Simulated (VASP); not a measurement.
**Sb: relaxation of cell and atoms with PBE**

Sb:

```
Sb
1.0
     3.13766    0.00000    0.01953
     0.00000    3.13765    0.00000
    -0.03910    0.00000    6.28175
Sb
2
Direct
  0.50038 0.00000 0.24999
  0.49962 0.00000 0.75001
```

* Program: VASP 6.6.1
* Task: relaxation of cell and atoms
* Functional: PBE
* Potentials or basis: VASP PAW PBE potentials, release 64 (Sb)
* Cutoff: 500 eV
* k mesh: 14 × 14 × 8
* Occupations: gaussian, width 0.1 eV
* Spin: no spin polarisation
* Dipole correction: no
* Further INCAR settings: ALGO = Normal; EDIFF = 1e-07; IBRION = 2; EDIFFG = -0.01; NSW = 80; ISIF = 3

- Relaxed volume: 30.05 Å³/atom
- Relaxed cell: a = 3.108 Å, b = 3.108 Å, c = 6.220 Å, α = 90.00°, β = 90.00°, γ = 90.00°
- Space group after relaxing (to 0.05 Å): Pm-3m (No. 221)
- Energy gained by relaxing: 4.2 meV/atom
- Ionic steps: 3
- Pressure after relaxing: 0.0 GPa
- Band gap on the k mesh: zero (band 5 reaches 11.12 eV, above the bottom of band 6 at 4.32 eV)

The path:
```csv
step,energy change (eV),largest force (eV/Å),pressure (GPa),volume (Å³)
1,0.0000,0.0007,-1.49,61.85
2,-0.0066,0.0006,0.76,59.30
3,-0.0084,0.0006,0.01,60.09
```

Final structure:
```xyz
2
Lattice="3.1081 0.0000 0.0193 0.0000 3.1081 0.0000 -0.0387 0.0000 6.2203" Properties=species:S:1:pos:R:3 pbc="T T T"
Sb    1.5455    0.0000    1.5647
Sb    1.5238    0.0000    4.6749
```

Levels at points of the mesh, in eV from the Fermi level:
```csv
k point,band 3,band 4,band 5,band 6,band 7,band 8
"(0.00, 0.00, 0.00)",-5.49,3.28,3.30,3.30,5.28,5.28
"(0.50, 0.00, 0.00)",-5.48,-3.46,-3.46,2.25,5.26,5.29
"(0.00, 0.50, 0.00)",-5.48,-3.46,-3.46,2.25,5.26,5.29
"(0.50, 0.50, 0.00)",-3.46,-3.46,-1.56,-1.56,-1.56,2.26
"(0.00, 0.00, 0.50)",-1.92,-1.92,4.12,4.12,4.12,4.12
"(0.50, 0.00, 0.50)",-4.68,-4.68,0.24,0.25,5.23,5.23
"(0.00, 0.50, 0.50)",-4.68,-4.68,0.24,0.25,5.23,5.23
"(0.50, 0.50, 0.50)",-2.68,-2.68,-2.68,-2.68,2.44,2.44
```

It took 13 min on 1 thread of AMD EPYC 7R13, with other jobs on the host, peak memory 0.34 GiB.

Caveat: spin-orbit coupling is left out, which moves the levels of the heavy elements.
